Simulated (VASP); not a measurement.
# TaN (P-62m) in VASP: a series of runs, part 2 of 2

VASP 6.6.1.

**4. Single point, LDA**

This run uses another cell than the first one, of 10.85 Å³/atom.

INCAR

```
  ALGO = Normal
  EDIFF = 1E-6
  ENCUT = 520
  GGA = CA
  ISIF = 2
  ISMEAR = -1
  LASPH = True
  LCHARG = False
  LREAL = False
  LWAVE = False
  NBANDS = 33
  NELM = 60
  PREC = Accurate
  SIGMA = 0.1
```

KPOINTS

```
k-points
0
Gamma
  5 5 8
```

POSCAR

```
TaN
1.0
    5.1250891351      0.0000000000      0.0000000000
   -2.5625445675      4.4384573877      0.0000000000
    0.0000000000      0.0000000000      2.8625019700
Ta N
3 3
Direct
    0.3333333333      0.6666666667      0.5000000000
    0.6666666667      0.3333333333      0.5000000000
    0.0000000000      0.0000000000      0.0000000000
    0.3936865949      0.0000000000      0.0000000000
    0.6063134051      0.6063134051      0.0000000000
    0.0000000000      0.3936865949      0.0000000000
```

Potentials or basis: VASP PAW LDA potentials, release 64 (Ta_pv, N).

Run with:

```bash
> cat potpaw_LDA.64/Ta_pv/POTCAR potpaw_LDA.64/N/POTCAR > POTCAR
> mpirun -np 1 vasp_std > vasp.out
```

OUTCAR:

```text
EDIFF = 1E-6
   ENCUT = 520
   GGA = CA
   ISIF = 2
   ISMEAR = -1
   LASPH = True
   LREAL = False
   NELM = 60
   PREC = Accurate

 ion  position               nearest neighbor table
   1  0.333  0.667  0.500-   4 2.13   4 2.13   6 2.13   6 2.13   5 2.13   5 2.13   2 2.96   2 2.96
                             2 2.96   3 3.29   3 3.29   3 3.29   3 3.29   3 3.29   3 3.29
   2  0.667  0.333  0.500-   6 2.13   6 2.13   4 2.13   4 2.13   5 2.13   5 2.13   1 2.96   1 2.96
                             1 2.96   3 3.29   3 3.29   3 3.29   3 3.29   3 3.29   3 3.29
   3  0.000  0.000  0.000-   4 2.02   6 2.02   5 2.02   2 3.29   1 3.29   1 3.29   2 3.29   2 3.29
                             2 3.29   1 3.29   1 3.29   2 3.29   2 3.29   1 3.29   1 3.29
   4  0.394  0.000  0.000-   3 2.02   1 2.13   1 2.13   2 2.13   2 2.13
   5  0.606  0.606  0.000-   3 2.02   1 2.13   1 2.13   2 2.13   2 2.13
   6  0.000  0.394  0.000-   3 2.02   2 2.13   2 2.13   1 2.13   1 2.13

  LATTYP: Found a hexagonal cell.
 ALAT       =     5.1250891351
 C/A-ratio  =     0.5585272557

  Lattice vectors:

 A1 = (   5.1250891351,   0.0000000000,   0.0000000000)
 A2 = (  -2.5625445675,   4.4384573877,   0.0000000000)
 A3 = (   0.0000000000,   0.0000000000,   2.8625019700)

Analysis of symmetry for initial positions (statically):
[... 180 lines left out ...]
 E-fermi :   8.8127     XC(G=0): -13.4775

 val. band max:        8.6119331208   @ k =   0.2000  -0.0000   0.1250
 cond. band min:       8.9456287366   @ k =   0.2000  -0.0000   0.2500
 fundamental gap:      0.3336956158
 Fermi energy:         8.8127005140

 k-point     1 :       0.0000    0.0000    0.0000
  band No.  band energies     occupation
      1     -27.3574      2.00000
      2     -27.3574      2.00000
      3     -26.9578      2.00000
      4     -26.9578      2.00000
      5     -26.7281      2.00000
      6     -26.5968      2.00000
[... 853 lines left out ...]
     32      13.8701      0.00000
     33      14.2358      0.00000

 [... further k-points ...]
[... 5 lines left out ...]
  --------------------------------------------------------------------------------------
  -------------------------------------------------------------------------------------
  Total        2.8385148      2.8385148      2.8474862      0.0000000     -0.0000000      0.0000000
  in kB       69.8429332     69.8429332     70.0636780      0.0000000     -0.0000000      0.0000000
  external PRESSURE =      69.9165148 kB  Pullay stress =       0.0000000 kB

 VOLUME and BASIS-vectors are now :
 -----------------------------------------------------------------------------
  energy-cutoff  :      520.00
  volume of cell :       65.11
      direct lattice vectors                 reciprocal lattice vectors
     5.125089135  0.000000000  0.000000000     0.195118558  0.112651752  0.000000000
    -2.562544567  4.438457388  0.000000000     0.000000000  0.225303504  0.000000000
     0.000000000  0.000000000  2.862501970     0.000000000  0.000000000  0.349344738

 POSITION                                       TOTAL-FORCE (eV/Angst)
 -----------------------------------------------------------------------------------
     -0.00000      2.95897      1.43125        -0.000000      0.000000      0.000000
      2.56254      1.47949      1.43125        -0.000000      0.000000      0.000000
      0.00000      0.00000      0.00000        -0.000000     -0.000000      0.000000
      2.01768      0.00000      0.00000         0.020927      0.000000      0.000000
      1.55371      2.69110      0.00000        -0.010463     -0.018123     -0.000000
     -1.00884      1.74736      0.00000        -0.010463      0.018123      0.000000
 -----------------------------------------------------------------------------------
    total drift:                               -0.000001     -0.000002      0.000000

  FREE ENERGIE OF THE ION-ELECTRON SYSTEM (eV)
  ---------------------------------------------------
  free  energy   TOTEN  =       -74.1262067763 eV

  energy  without entropy=      -74.1006169798  energy(sigma->0) =      -74.11341188
```

OSZICAR:

```text
N       E                     dE             d eps       ncg     rms          rms(c)
DAV:   1     0.442243012428E+03    0.44224E+03   -0.25998E+04  1650   0.153E+03
DAV:   2    -0.541347032174E+02   -0.49638E+03   -0.47231E+03  1878   0.447E+02
DAV:   3    -0.834247229230E+02   -0.29290E+02   -0.28788E+02  2005   0.104E+02
DAV:   4    -0.839763239597E+02   -0.55160E+00   -0.54814E+00  2076   0.137E+01
DAV:   5    -0.839875718238E+02   -0.11248E-01   -0.11235E-01  2068   0.159E+00    0.473E+01
DAV:   6    -0.744883318452E+02    0.94992E+01   -0.47403E+01  1985   0.372E+01    0.202E+01
DAV:   7    -0.742216697094E+02    0.26666E+00   -0.22582E+00  1982   0.810E+00    0.113E+01
DAV:   8    -0.741402300427E+02    0.81440E-01   -0.30712E-01  2039   0.351E+00    0.841E-01
DAV:   9    -0.741271797945E+02    0.13050E-01   -0.33883E-02  2130   0.149E+00    0.349E-01
DAV:  10    -0.741264300550E+02    0.74974E-03   -0.87726E-03  1967   0.471E-01    0.161E-01
DAV:  11    -0.741262432988E+02    0.18676E-03   -0.15469E-03  2048   0.254E-01    0.474E-02
DAV:  12    -0.741262061156E+02    0.37183E-04   -0.18850E-04  1975   0.750E-02    0.148E-02
DAV:  13    -0.741262067763E+02   -0.66068E-06   -0.79345E-06  1872   0.169E-02
   1 F= -.74126207E+02 E0= -.74113412E+02  d E =-.255898E-01
```

Run time: 26 s. Hardware: 1 thread of Intel Xeon 6975P-C (Granite Rapids), shared host; peak memory 0.18 GiB.

Results:

```
Free energy            : -74.1262 eV
Pressure               : 7.0 GPa
Largest force          : 0.021 eV/Å
Band gap on the k mesh : zero (bands 24 and 25 overlap by 3.24 eV)
```

Forces on the atoms (eV/Å):
```
Ta   0.000  0.000  0.000
Ta   0.000  0.000  0.000
Ta   0.000  0.000  0.000
N    0.021  0.000  0.000
N   -0.010 -0.018  0.000
N   -0.010  0.018  0.000
```

Levels at points of the mesh, in eV from the Fermi level:
```csv
k point,band 20,band 21,band 22,band 23,band 24,band 25,band 26,band 27,band 28,band 29
"(0.00, 0.00, 0.00)",-5.32,-4.49,-3.48,-2.13,-1.12,-1.12,0.45,0.45,1.77,1.94
"(0.00, 0.00, 0.50)",-4.75,-4.50,-3.14,-3.14,1.86,1.86,2.04,2.18,2.18,3.34
```

Caveat: the cell stands under pressure; spin-orbit coupling is left out, which moves the levels of the heavy elements.

**5. Overview**

| task | cell | cutoff (eV) | gap on the mesh (eV) | pressure (GPa) | largest force (eV/Å) |
| --- | --- | --- | --- | --- | --- |
| relaxation of cell and atoms | relaxed to 10 GPa from a = 5.196, b = 5.196, c = 2.911 Å, angles 90.0, 90.0, 120.0°, 6 atoms, atomic positions A | 600 | none | 10.0 | - |
| single point | a = 5.101, b = 5.101, c = 2.852 Å, angles 90.0, 90.0, 120.0°, 6 atoms, atomic positions B | 520 | none | 12.1 | 0.02 |
| single point | a = 5.125, b = 5.125, c = 2.863 Å, angles 90.0, 90.0, 120.0°, 6 atoms, atomic positions A | 520 | none | 7.0 | 0.02 |

Alike in all rows: level LDA; potentials or basis VASP PAW LDA potentials, release 64 (Ta_pv, N); no spin polarisation; k mesh 5 × 5 × 8; smearing fermi-dirac 0.1 eV.

Caveats: spin-orbit coupling is left out, which moves the levels of the heavy elements; the cell stands under pressure (at least some runs); the cell is relaxed towards a set pressure, so the run minimises the enthalpy, not the energy (at least some runs).

Total energies depend on the potentials used, so only differences within one code and one set of settings carry meaning.
